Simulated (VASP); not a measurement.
# Cr (Fm-3m) in VASP: further runs, part 2 of 2

VASP 6.6.1. The steps go on from the part before.

## 3. Single point, PBE, collinear spin, ferromagnetic start (volume scaled by 0.9)

Contents of INCAR:

```
PREC = Accurate
ENCUT = 520
EDIFF = 1E-6
ISMEAR = -1
SIGMA = 0.1
LREAL = F
LASPH = T
NELM = 150
ALGO = Normal
ISIF = 2
LWAVE = F
LCHARG = F
ISPIN = 2
MAGMOM = 2
LORBIT = 11
LMAXMIX = 4
GGA = PE
NBANDS = 16
```

Contents of KPOINTS:

```
Automatic mesh
0
Gamma
  18 18 18
```

Contents of POSCAR:

```
Cr
1.0
    0.0000000000      1.7496214223      1.7496214223
    1.7496214223      0.0000000000      1.7496214223
    1.7496214223      1.7496214223      0.0000000000
Cr
1
Direct
    0.0000000000      0.0000000000      0.0000000000
```

Potentials or basis: VASP PAW PBE potentials, release 64 (Cr_pv).

Run with:

```console
> cat potpaw_PBE.64/Cr_pv/POTCAR > POTCAR
> mpirun -np 1 vasp_std > vasp.out
```

OUTCAR:

```text
PREC = Accurate
   ENCUT = 520
   EDIFF = 1E-6
   ISMEAR = -1
   LREAL = F
   LASPH = T
   NELM = 150
   ISIF = 2
   ISPIN = 2
   LORBIT = 11
   GGA = PE

 ion  position               nearest neighbor table
   1  0.000  0.000  0.000-

  LATTYP: Found a face centered cubic cell.
 ALAT       =     3.4992428446

  Lattice vectors:

 A1 = (   0.0000000000,   1.7496214223,   1.7496214223)
 A2 = (   1.7496214223,   0.0000000000,   1.7496214223)
 A3 = (   1.7496214223,   1.7496214223,   0.0000000000)

Analysis of symmetry for initial positions (statically):
=====================================================================
 Subroutine PRICEL returns:
 Original cell was already a primitive cell.

 Routine SETGRP: Setting up the symmetry group for a
 face centered cubic supercell.

 Subroutine GETGRP returns: Found 48 space group operations
 (whereof 48 operations were pure point group operations)
 out of a pool of 48 trial point group operations.

The static configuration has the point symmetry O_h .

Analysis of symmetry for dynamics (positions and initial velocities):
=====================================================================
 Subroutine PRICEL returns:
 Original cell was already a primitive cell.

 Routine SETGRP: Setting up the symmetry group for a
 face centered cubic supercell.

 Subroutine GETGRP returns: Found 48 space group operations
 (whereof 48 operations were pure point group operations)
 out of a pool of 48 trial point group operations.

The dynamic configuration has the point symmetry O_h .

Analysis of structural, dynamic, and magnetic symmetry:
=====================================================================
 Subroutine PRICEL returns:
 Original cell was already a primitive cell.

 Routine SETGRP: Setting up the symmetry group for a
 face centered cubic supercell.

 Subroutine GETGRP returns: Found 48 space group operations
 (whereof 48 operations were pure point group operations)
 out of a pool of 48 trial point group operations.

The overall configuration has the point symmetry O_h .

 Subroutine INISYM returns: Found 48 space group operations
[... 126 lines left out ...]
 spin polarized calculation
  energy-cutoff  :      520.00
  volume of cell :       10.71
 maximum number of plane-waves:       302
   NGX =  9   NGY =  9   NGZ =  9

 number of electron      11.9999992 magnetization      -0.0083512

 number of electron      11.9999992 magnetization       0.0001783

 Free energy of the ion-electron system (eV)
  ---------------------------------------------------
  ext. energy  EPLUGINS =         0.00000000
  ---------------------------------------------------
  free energy    TOTEN  =        -9.05072013 eV

  energy without entropy =       -8.99911014  energy(sigma->0) =       -9.02491513

 E-fermi :  11.8268     XC(G=0): -14.0991

 val. band max:       11.8256383553   @ k =  -0.4444   0.1667   0.0000
 cond. band min:      11.8372092929   @ k =   0.2778   0.2222   0.0000
 fundamental gap:      0.0115709376
 Fermi energy:        11.8267704823

 spin component 1

 k-point     1 :       0.0000    0.0000    0.0000
  band No.  band energies     occupation
      1     -30.3517      1.00000
      2     -30.3517      1.00000
      3     -30.3517      1.00000
      4       3.9814      1.00000
      5      11.2990      0.99492
      6      11.2990      0.99492
[... 435 lines left out ...]
      5      10.5045      1.00000
      6      11.6180      0.88971
[... 8 lines left out ...]
     15      41.6920      0.00000
     16      43.2882      0.00000

 [... further k-points ...]

 spin component 2

 k-point     1 :       0.0000    0.0000    0.0000
  band No.  band energies     occupation
      1     -30.3516      1.00000
      2     -30.3516      1.00000
      3     -30.3516      1.00000
      4       3.9814      1.00000
      5      11.2992      0.99491
      6      11.2992      0.99491
[... 435 lines left out ...]
      5      10.5047      1.00000
      6      11.6181      0.88956
[... 8 lines left out ...]
     15      41.6920      0.00000
     16      43.2881      0.00000

 [... further k-points ...]
[... 5 lines left out ...]
  --------------------------------------------------------------------------------------
  -------------------------------------------------------------------------------------
  Total        2.0235032      2.0235032      2.0235032      0.0000000     -0.0000000      0.0000000
  in kB      302.6580428    302.6580428    302.6580428      0.0000000     -0.0000000      0.0000000
  external PRESSURE =     302.6580428 kB  Pullay stress =       0.0000000 kB

 VOLUME and BASIS-vectors are now :
 -----------------------------------------------------------------------------
  energy-cutoff  :      520.00
  volume of cell :       10.71
      direct lattice vectors                 reciprocal lattice vectors
     0.000000000  1.749621422  1.749621422    -0.285776108  0.285776108  0.285776108
     1.749621422  0.000000000  1.749621422     0.285776108 -0.285776108  0.285776108
     1.749621422  1.749621422  0.000000000     0.285776108  0.285776108 -0.285776108

 POSITION                                       TOTAL-FORCE (eV/Angst)
 -----------------------------------------------------------------------------------
      0.00000      0.00000      0.00000        -0.000000      0.000000      0.000000
 -----------------------------------------------------------------------------------
    total drift:                               -0.000000     -0.000000     -0.000000

  FREE ENERGIE OF THE ION-ELECTRON SYSTEM (eV)
  ---------------------------------------------------
  free  energy   TOTEN  =        -9.0507201269 eV

  energy  without entropy=       -8.9991101352  energy(sigma->0) =       -9.02491513

 total charge

# of ion       s       p       d       tot
------------------------------------------
    1        0.480   6.435   4.336  11.251

 magnetization (x)

# of ion       s       p       d       tot
------------------------------------------
    1       -0.000   0.000   0.000   0.000
```

OSZICAR:

```text
N       E                     dE             d eps       ncg     rms          rms(c)
DAV:   1     0.777266414343E+02    0.77727E+02   -0.64403E+03 12984   0.918E+02
DAV:   2    -0.857922748564E+01   -0.86306E+02   -0.81991E+02 13720   0.246E+02
DAV:   3    -0.997538309767E+01   -0.13962E+01   -0.13936E+01 14176   0.342E+01
DAV:   4    -0.997962654131E+01   -0.42434E-02   -0.42434E-02 14848   0.187E+00
DAV:   5    -0.997965366772E+01   -0.27126E-04   -0.27125E-04 14280   0.134E-01    0.153E+01
DAV:   6    -0.904902658639E+01    0.93063E+00   -0.16959E+00 12824   0.231E+01    0.270E+00
DAV:   7    -0.905258321052E+01   -0.35566E-02   -0.53176E-02 13296   0.219E+00    0.190E+00
DAV:   8    -0.905412698035E+01   -0.15438E-02   -0.32573E-03 13744   0.724E-01    0.723E-01
DAV:   9    -0.905039929024E+01    0.37277E-02   -0.17012E-03 13912   0.541E-01    0.191E-01
DAV:  10    -0.905068818470E+01   -0.28889E-03   -0.26779E-04 13608   0.171E-01    0.592E-02
DAV:  11    -0.905071845400E+01   -0.30269E-04   -0.86973E-06 14048   0.357E-02    0.284E-02
DAV:  12    -0.905072200111E+01   -0.35471E-05   -0.33991E-06 13368   0.142E-02    0.518E-03
DAV:  13    -0.905072056479E+01    0.14363E-05   -0.21558E-07  6520   0.536E-03    0.309E-03
DAV:  14    -0.905072012693E+01    0.43786E-06   -0.65385E-08  6424   0.357E-03
   1 F= -.90507201E+01 E0= -.90249151E+01  d E =-.516100E-01  mag=    -0.0000
```

stdout:

```text
POSCAR found type information on POSCAR Cr
 POSCAR found :  1 types and       1 ions
 scaLAPACK will be used
 LDA part: xc-table for (Slater+PW92), standard interpolation
 POSCAR, INCAR and KPOINTS ok, starting setup
 FFT: planning ... GRIDC
 FFT: planning ... GRID_SOFT
 FFT: planning ... GRID
 WAVECAR not read
 entering main loop
```

Run time: 74 s. Hardware: 1 thread of Intel Xeon Platinum 8375C at 2.90GHz (Ice Lake), shared host; peak memory 0.16 GiB.

What came out:

```
Free energy                                           : -9.0507 eV
Pressure                                              : 30.3 GPa
Band gap on the k mesh                                : zero (filled and empty bands overlap)
Net moment                                            : 0.00 μB per cell
Valence electrons inside the program's atomic spheres : Cr 11.25
```

Levels at points of the mesh, in eV from the Fermi level:
Spin up:
| k point | band 2 | band 3 | band 4 | band 5 | band 6 | band 7 | band 8 | band 9 | band 10 | band 11 |
| --- | --- | --- | --- | --- | --- | --- | --- | --- | --- | --- |
| (0.00, 0.00, 0.00) | -42.18 | -42.18 | -7.85 | -0.53 | -0.53 | -0.53 | 1.51 | 1.51 | 7.64 | 20.44 |
| (0.50, 0.00, 0.00) | -42.33 | -42.33 | -4.35 | -0.68 | -0.68 | 1.08 | 2.91 | 2.91 | 7.64 | 10.66 |
| (0.50, 0.50, 0.00) | -42.59 | -42.59 | -4.72 | -3.79 | 2.87 | 3.27 | 3.27 | 4.25 | 7.64 | 13.74 |
Spin down:
| k point | band 4 | band 5 | band 6 | band 7 | band 8 | band 9 |
| --- | --- | --- | --- | --- | --- | --- |
| (0.00, 0.00, 0.00) | -7.85 | -0.53 | -0.53 | -0.53 | 1.51 | 1.51 |
| (0.50, 0.00, 0.00) | -4.35 | -0.68 | -0.68 | 1.08 | 2.91 | 2.91 |
| (0.50, 0.50, 0.00) | -4.72 | -3.79 | 2.87 | 3.27 | 3.27 | 4.25 |

Caveat: the cell differs from its parent crystal (volume scaled by 0.9); the starting moments collapsed, and a magnetic state may lie lower.

## 4. Single point, PBE, collinear spin, ferromagnetic start (volume scaled by 0.9)

Contents of INCAR:

```
SYSTEM = Cr
ALGO = Normal ; EDIFF = 1E-7
ENCUT = 520 ; GGA = PE
ISIF = 2 ; ISMEAR = -1
ISPIN = 2 ; LASPH = .TRUE.
LCHARG = .FALSE. ; LMAXMIX = 4
LORBIT = 11 ; LREAL = .FALSE.
LWAVE = .FALSE. ; MAGMOM = 2
NBANDS = 16 ; NELM = 150
PREC = Accurate ; SIGMA = 0.1
```

Contents of KPOINTS:

```
k-points
0
G
  18 18 18
  0 0 0
```

POSCAR is that of step 3.

Run with:

```console
> cat potpaw_PBE.64/Cr_pv/POTCAR > POTCAR
> mpirun -np 1 vasp_std > vasp.out
```

Run time: 78 s. Hardware: 1 thread of Intel Xeon Platinum 8375C at 2.90GHz (Ice Lake), shared host; peak memory 0.16 GiB.

It converged, with:

* Free energy: -9.0507 eV
* Pressure: 30.3 GPa
* Band gap on the k mesh: zero (filled and empty bands overlap)
* Net moment: 0.00 μB per cell
* Valence electrons inside the program's atomic spheres: Cr 11.25

Levels at points of the mesh, in eV from the Fermi level:
Spin up:
```
           k point  band 3  band 4  band 5  band 6  band 7  band 8  band 9  band 10
(0.00, 0.00, 0.00)  -42.18   -7.85   -0.53   -0.53   -0.53    1.51    1.51     7.64
(0.50, 0.00, 0.00)  -42.33   -4.35   -0.68   -0.68    1.08    2.91    2.91     7.64
(0.50, 0.50, 0.00)  -42.59   -4.72   -3.79    2.87    3.27    3.27    4.25     7.64
```
Spin down:
| k point | band 4 | band 5 | band 6 | band 7 | band 8 | band 9 |
| --- | --- | --- | --- | --- | --- | --- |
| (0.00, 0.00, 0.00) | -7.85 | -0.53 | -0.53 | -0.53 | 1.51 | 1.51 |
| (0.50, 0.00, 0.00) | -4.35 | -0.68 | -0.68 | 1.08 | 2.91 | 2.91 |
| (0.50, 0.50, 0.00) | -4.72 | -3.79 | 2.87 | 3.27 | 3.27 | 4.25 |

Caveat: the cell differs from its parent crystal (volume scaled by 0.9); the starting moments collapsed, and a magnetic state may lie lower.

## 5. Single point, PBE, collinear spin, ferromagnetic start

This run uses another cell than the first one, of 11.90 Å³/atom, 1.250 times its volume.

Contents of INCAR:

```
SYSTEM = Cr
PREC = Accurate ; ENCUT = 520
EDIFF = 1E-6 ; ISMEAR = -1
SIGMA = 0.1 ; LREAL = .False.
LASPH = .True. ; NELM = 150
ALGO = Normal ; ISIF = 2
LWAVE = .False. ; LCHARG = .False.
ISPIN = 2 ; MAGMOM = 2
LORBIT = 11 ; LMAXMIX = 4
GGA = PE ; NBANDS = 16
```

Contents of KPOINTS:

```
Automatic mesh
0
Gamma
  18 18 18
  0 0 0
```

Contents of POSCAR:

```
Cr
1.0
    0.0000000000      1.8121601855      1.8121601855
    1.8121601855      0.0000000000      1.8121601855
    1.8121601855      1.8121601855      0.0000000000
Cr
1
Direct
    0.0000000000      0.0000000000      0.0000000000
```

Run with:

```console
> cat potpaw_PBE.64/Cr_pv/POTCAR > POTCAR
> mpirun -np 1 vasp_std > vasp.out
```

Run time: 90 s. Hardware: 1 thread of Intel Xeon Platinum 8375C at 2.90GHz (Ice Lake), shared host; peak memory 0.17 GiB.

The run converged. Its results:

| Property | Result |
| --- | --- |
| Free energy | -9.1523 eV |
| Pressure | -0.6 GPa |
| Band gap on the k mesh | zero (filled and empty bands overlap) |
| Net moment | 0.00 μB per cell |
| Valence electrons inside the program's atomic spheres | Cr 11.01 |

Levels at points of the mesh, in eV from the Fermi level:
Spin up:
| k point | band 2 | band 3 | band 4 | band 5 | band 6 | band 7 | band 8 | band 9 | band 10 | band 11 |
| --- | --- | --- | --- | --- | --- | --- | --- | --- | --- | --- |
| (0.00, 0.00, 0.00) | -42.38 | -42.38 | -7.51 | -0.44 | -0.44 | -0.44 | 1.31 | 1.31 | 7.51 | 19.78 |
| (0.50, 0.00, 0.00) | -42.49 | -42.49 | -3.91 | -0.56 | -0.56 | 0.81 | 2.51 | 2.51 | 7.50 | 9.33 |
| (0.50, 0.50, 0.00) | -42.68 | -42.68 | -4.11 | -3.27 | 2.48 | 2.82 | 2.82 | 3.68 | 7.50 | 12.32 |
Spin down:
```
           k point  band 4  band 5  band 6  band 7  band 8  band 9
(0.00, 0.00, 0.00)   -7.51   -0.44   -0.44   -0.44    1.31    1.31
(0.50, 0.00, 0.00)   -3.91   -0.56   -0.56    0.81    2.51    2.51
(0.50, 0.50, 0.00)   -4.10   -3.27    2.48    2.82    2.82    3.68
```

Caveat: the starting moments collapsed, and a magnetic state may lie lower.
